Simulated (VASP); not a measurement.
Here is a VASP 6.6.1 calculation.

The input INCAR:

```
PREC = Accurate
ENCUT = 520
EDIFF = 1E-6
ISMEAR = 0
SIGMA = 0.2
LREAL = F
LASPH = T
NELM = 60
ALGO = Normal
ISIF = 2
LWAVE = F
LCHARG = T
GGA = PE
LELF = T
LVHAR = T
NBANDS = 46
```

File KPOINTS:

```
regular mesh
0
Gamma
  4 4 1
```

Contents of POSCAR:

```
Ba5HfO2
1.0
    3.9681644374      0.0000000000      0.0000000000
    0.0000000000      3.9681644374      0.0000000000
    0.0000000000      0.0000000000     16.7970628223
Ba Hf O
5 1 2
Direct
    0.0000000000      0.0000000000      0.0080190269
    0.5000000000      0.5000000000      0.1697565789
    0.5000000000      0.5000000000      0.8157668315
    0.0000000000      0.0000000000      0.3354148970
    0.5000000000      0.5000000000      0.5468671334
    0.0000000000      0.0000000000      0.6821965657
    0.0000000000      0.0000000000      0.1815206652
    0.5000000000      0.5000000000      0.0204583014
```

Potentials or basis: VASP PAW PBE potentials, release 64 (Ba_sv, Hf_pv, O).

The run is started by

```bash
$ cat potpaw_PBE.64/Ba_sv/POTCAR potpaw_PBE.64/Hf_pv/POTCAR potpaw_PBE.64/O/POTCAR > POTCAR
$ mpirun -np 1 vasp_std > vasp.out
```

Task: What does it give for the band gap on the k mesh?

Result: Zero (bands 36 and 37 overlap by 0.64 eV).

Task: Predict the pressure.

Result: 0.9 GPa.

Stress tensor (GPa, compression positive):
```
0.79 0.00 0.00
0.00 0.79 0.00
0.00 0.00 0.99
```

Caveat: the k points lie up to 0.40 Å⁻¹ apart, too coarse for converged energies and pressures of a metal; spin-orbit coupling is left out, which moves the levels of the heavy elements.
